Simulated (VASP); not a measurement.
Input of a VASP 6.6.1 run:

Contents of INCAR:

```
SYSTEM = CaO
ALGO     = Normal         ! electronic algorithm
EDIFF    = 1E-6           ! SCF threshold, eV
ENCUT    = 600            ! plane-wave cutoff, eV
GGA      = LIBXC          ! functional
GGA_COMPAT= .FALSE.      
ISIF     = 2              ! what is computed and relaxed
ISMEAR   = -1             ! smearing method
LASPH    = .TRUE.         ! aspherical terms in the spheres
LCHARG   = .FALSE.        ! write CHGCAR
LIBXC1   = GGA_X_B88    
LIBXC2   = GGA_C_PBE    
LREAL    = .FALSE.        ! projectors in reciprocal space
LWAVE    = .FALSE.        ! write WAVECAR
NBANDS   = 15             ! bands
NELM     = 120            ! most SCF steps
PREC     = Accurate       ! precision mode
SIGMA    = 0.05           ! smearing width, eV
```

KPOINTS

```
k-points
0
G
  10 10 10
  0 0 0
```

File POSCAR:

```
CaO
1.0
    0.0000000000      2.3710712315      2.3710712315
    2.3710712315      0.0000000000      2.3710712315
    2.3710712315      2.3710712315      0.0000000000
Ca O
1 1
Direct
    0.0000000000      0.0000000000      0.0000000000
    0.5000000000      0.5000000000      0.5000000000
```

Potentials or basis: VASP PAW PBE potentials, release 64 (Ca_sv, O).

The run is started by

```bash
$ cat potpaw_PBE.64/Ca_sv/POTCAR potpaw_PBE.64/O/POTCAR > POTCAR
$ mpirun -np 1 vasp_std > vasp.out
```

(1) Predict the band gap on the k mesh.

(2) Estimate the pressure.

Results:

(1) 3.65 eV (least direct gap 4.01 eV).

(2) 7.0 GPa.

Caveat: the cell stands under pressure; the PAW data sets were made with another functional, which shifts forces and pressure a little.
